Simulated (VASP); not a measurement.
A run of VASP 6.6.1 is set up as follows.

The input INCAR:

```
SYSTEM = NaI
PREC     = Accurate       ! precision mode
ENCUT    = 500            ! plane-wave cutoff, eV
EDIFF    = 1E-6           ! SCF threshold, eV
ISMEAR   = 0              ! smearing method
SIGMA    = 0.01           ! smearing width, eV
LREAL    = .False.        ! projectors in reciprocal space
LASPH    = .True.         ! aspherical terms in the spheres
NELM     = 120            ! most SCF steps
ALGO     = Normal         ! electronic algorithm
ISIF     = 2              ! what is computed and relaxed
LWAVE    = .False.        ! write WAVECAR
LCHARG   = .True.         ! write CHGCAR
GGA      = PS             ! functional
LELF     = .True.         ! ELF
LVHAR    = .True.       
NBANDS   = 14             ! bands
GGA_COMPAT= .False.
```

KPOINTS

```
regular mesh
0
Gamma
  4 4 4
  0 0 0
```

File POSCAR:

```
NaI
1.0
    0.0000000000      3.2364000000      3.2364000000
    3.2364000000      0.0000000000      3.2364000000
    3.2364000000      3.2364000000      0.0000000000
Na I
1 1
Direct
    0.0000000000      0.0000000000      0.0000000000
    0.5000000000      0.5000000000      0.5600000000
```

Potentials or basis: VASP PAW PBE potentials, release 64 (Na_pv, I).

Command:

```bash
$ cat potpaw_PBE.64/Na_pv/POTCAR potpaw_PBE.64/I/POTCAR > POTCAR
$ mpirun -np 1 vasp_std > vasp.out
```

Task: What does it give for the pressure?

Result: 0.0 GPa.

Task: What does it give for the band gap on the k mesh?

Result: 3.52 eV.

Task: Predict the largest force.

Result: 0.250 eV/Å.

Stress tensor (GPa, compression positive):
```
 0.19 -0.14  0.00
-0.14  0.19  0.00
 0.00  0.00 -0.49
```

Caveat: the k points lie up to 0.42 Å⁻¹ apart; the PAW data sets were made with another functional, which shifts forces and pressure a little; spin-orbit coupling is left out, which moves the levels of the heavy elements. As with any semilocal functional, this PBEsol gap is likely too small.
